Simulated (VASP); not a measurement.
Wanted: the native input for a VASP 6.6.1 run.

- Task: single point
- Functional: PBE
- Potentials or basis: VASP PAW PBE potentials, release 64 (Si)
- Cutoff: 520 eV
- k mesh: 12 × 12 × 4
- Occupations: gaussian, width 0.02 eV
- Spin: no spin polarisation
- Dipole correction: no
- Further INCAR settings: ALGO = Normal; EDIFF = 1e-07; NBANDS = 21

The structure of Si lies in POSCAR:

```
Si
1.0
    3.8680010522      0.0000000000      0.0000000000
   -1.9340005261      3.3497871730      0.0000000000
    0.0000000000      0.0000000000      9.4747166223
Si
6
Direct
    0.0000000000      0.0000000000      0.0000011686
    0.0000000000      0.0000000000      0.2499988314
    0.3333333333      0.6666666667      0.3333345020
    0.3333333333      0.6666666667      0.5833321647
    0.6666666667      0.3333333333      0.6666678353
    0.6666666667      0.3333333333      0.9166654980
```

One way to write it, as run:

INCAR

```
SYSTEM = Si
PREC = Accurate
ENCUT = 520
EDIFF = 1E-7
ISMEAR = 0
SIGMA = 0.02
LREAL = .FALSE.
LASPH = .TRUE.
NELM = 60
ALGO = Normal
ISIF = 2
LWAVE = .FALSE.
LCHARG = .FALSE.
GGA = PE
NBANDS = 21
```

KPOINTS

```
regular mesh
0
G
  12 12 4
  0 0 0
```

Potentials or basis: VASP PAW PBE potentials, release 64 (Si).

Launch:

```console
$ cat potpaw_PBE.64/Si/POTCAR > POTCAR
$ mpirun -np 1 vasp_std > vasp.out
```

Results of the run:

The pressure is -0.1 GPa and the band gap on the k mesh is 0.66 eV.

It took 96 s on 1 thread of AMD EPYC 9R45 96-Core Processor (Zen 5), on a shared host, peak memory 0.26 GiB.
